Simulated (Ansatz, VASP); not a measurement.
## Cr in VASP and in Ansatz

```xyz
1
Lattice="-1.5681 1.4420 1.4420 1.5681 -1.4420 1.4420 1.5681 1.4420 -1.4420" Properties=species:S:1:pos:R:3 pbc="T T T"
Cr    0.0000    0.0000    0.0000
```

Change from the starting cell: strain +0.0875 x Voigt [1, 0, 0, 0, 0, 0], atoms carried along.

Alike in both runs: task single point; functional PBEsol; k mesh 24 × 24 × 24; occupations gaussian, width 0.15 eV; no spin polarisation.

|  | VASP | Ansatz |
| --- | --- | --- |
| version | VASP 6.6.1 | Ansatz 0.2.0 |
| potentials or method | VASP PAW PBE potentials, release 64 (Cr_pv), cutoff 520 eV | scalar-relativistic, plane waves, PAW |
| valence electrons in the cell | 12 | 14 |

```tsv
	VASP	Ansatz	Ansatz less VASP
gap on the k mesh at the Fermi level (eV)	none	none	-
pressure (GPa)	-31.0	-30.8	+0.24
traceless stress, the component that is largest in VASP (GPa)	-12.88	-12.99	-0.113
```

VASP's potentials were made for PBE, not for PBEsol. A gap of «none» marks a metal or a gap that the smearing closes. Both programs put the cell under strong tension, so it lies far from rest at this level. With one functional, cell and mesh, what is left measures potentials, basis and numerics. VASP's potentials hold 12 valence electrons a cell and Ansatz's 14, so a difference there can come from the potentials and not from the codes.

Noted on VASP's run: the cell as given lies far from equilibrium.
